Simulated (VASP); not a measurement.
# CuO: single point with PBE+U

Crystal: CuO.

```xyz
4
Lattice="2.3245 -1.7191 0.0000 2.3245 1.7191 0.0000 -0.7792 0.0000 5.1281" Properties=species:S:1:pos:R:3 pbc="T T T"
Cu    1.1623    0.8596    0.0000
Cu    0.7726   -0.8596    2.5641
O     2.1297   -0.2854    1.2820
O     1.7401    0.2854    3.8461
```

| Item | Value |
| --- | --- |
| Program | VASP 6.6.1 |
| Task | single point |
| Functional | PBE |
| Potentials or basis | VASP PAW PBE potentials, release 64 (Cu, O) |
| Cutoff | 520 eV |
| k mesh | 7 × 7 × 4 |
| Occupations | fermi-dirac, width 0.1 eV |
| Spin | no spin polarisation |
| Hubbard terms | Cu d U = 4.0 eV |

* Pressure: 1.7 GPa
* Largest force: 0.346 eV/Å
* Band gap on the k mesh: zero (band 17 reaches 5.48 eV, above the bottom of band 18 at 4.74 eV)

Forces on the atoms (eV/Å):
```
Cu   0.000  0.000  0.000
Cu   0.000  0.000  0.000
O    0.000  0.346  0.000
O    0.000 -0.346  0.000
```

Stress tensor (GPa, compression positive):
```
 3.09  0.00 -1.46
 0.00  3.00  0.00
-1.46  0.00 -0.99
```

Levels at points of the mesh, in eV from the Fermi level:
```csv
k point,band 14,band 15,band 16,band 17,band 18,band 19,band 20,band 21
"(0.00, 0.00, 0.00)",-2.70,-2.44,-2.36,0.23,0.96,1.87,6.53,8.25
"(0.00, 0.00, 0.50)",-2.80,-1.73,-1.73,0.30,0.30,4.16,4.16,11.84
```

Eigenvalues of the final occupation matrices:
```csv
site,spin,trace,eigenvalues
site 1 d,1,4.64,0.78 0.95 0.96 0.97 0.97
site 1 d,2,4.64,0.78 0.95 0.96 0.97 0.97
site 2 d,1,4.64,0.78 0.95 0.96 0.97 0.97
site 2 d,2,4.64,0.78 0.95 0.96 0.97 0.97
```

Wall time 35 s on 1 thread of Intel(R) Xeon(R) Platinum 8488C (Sapphire Rapids), with other jobs on the host, peak memory 0.19 GiB.

Caveat: U without spin polarisation on a metal has little footing.
